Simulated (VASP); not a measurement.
CoO (rocksalt type):

```
Co O
1.0
     0.00000    2.23228    2.23228
     2.23228    0.00000    2.23228
     2.23228    2.23228    0.00000
Co O
1 1
Direct
  0.00000 0.00000 0.00000
  0.50000 0.50000 0.50000
```

| Property | Result |
| --- | --- |
| Program | VASP 6.6.1 |
| Task | relaxation of cell and atoms |
| Functional | PBE |
| Potentials or basis | VASP PAW PBE potentials, release 64 (Co, O) |
| Cutoff | 600 eV |
| k mesh | 13 × 13 × 13 |
| Occupations | fermi-dirac, width 0.08 eV |
| Spin | collinear spin, ferromagnetic start |
| Starting moments | [2.0, 0.0] μB |

At the start: pressure -19.8 GPa; volume 11.12 Å³/atom.

Problem. Where does the relaxation end?

Solution. Over 18 steps the energy falls by 112.0 meV/atom and the volume is 9.53 Å³/atom (-14.3 %); space group Fm-3m (No. 225, to 0.05 Å); moment 2.83 μB per cell.

Step by step:
| step | energy change (eV) | largest force (eV/Å) | pressure (GPa) | volume (Å³) |
| --- | --- | --- | --- | --- |
| 1 | 0.0000 | 0.0000 | -19.85 | 22.25 |
| 2 | -0.1986 | 0.0000 | 8.72 | 18.10 |
| 3 | -0.2239 | 0.0000 | 0.38 | 19.01 |
| 4 | -0.2239 | 0.0000 | -0.11 | 19.07 |
| 5 | -0.2239 | 0.0000 | -0.19 | 19.07 |
| 6 | -0.2239 | 0.0000 | -0.16 | 19.07 |
| 7 | -0.2239 | 0.0000 | -0.15 | 19.07 |
| 8 | -0.2239 | 0.0000 | -0.16 | 19.07 |
| 9 | -0.2239 | 0.0000 | -0.16 | 19.07 |
| 10 | -0.2239 | 0.0000 | -0.16 | 19.07 |
| 11 | -0.2239 | 0.0000 | -0.16 | 19.07 |
| 12 | -0.2239 | 0.0000 | -0.16 | 19.07 |
| 13 | -0.2239 | 0.0000 | -0.16 | 19.07 |
| 14 | -0.2239 | 0.0000 | -0.15 | 19.07 |
| 15 | -0.2239 | 0.0000 | -0.15 | 19.07 |
| 16 | -0.2239 | 0.0000 | -0.14 | 19.07 |
| 17 | -0.2239 | 0.0000 | -0.12 | 19.07 |
| 18 | -0.2239 | 0.0000 | -0.08 | 19.07 |

Final structure:
```yaml
crystal:
  lattice:
    - [0.00000, 2.12042, 2.12042]
    - [2.12042, 0.00000, 2.12042]
    - [2.12042, 2.12042, 0.00000]
  atoms:
    - { symbol: Co, position: [0.00000, 0.00000, 0.00000] }
    - { symbol: O, position: [0.50000, 0.50000, 0.50000] }
```

Caveat: a cell with one magnetic atom can't hold antiferromagnetic order, which such compounds often take.
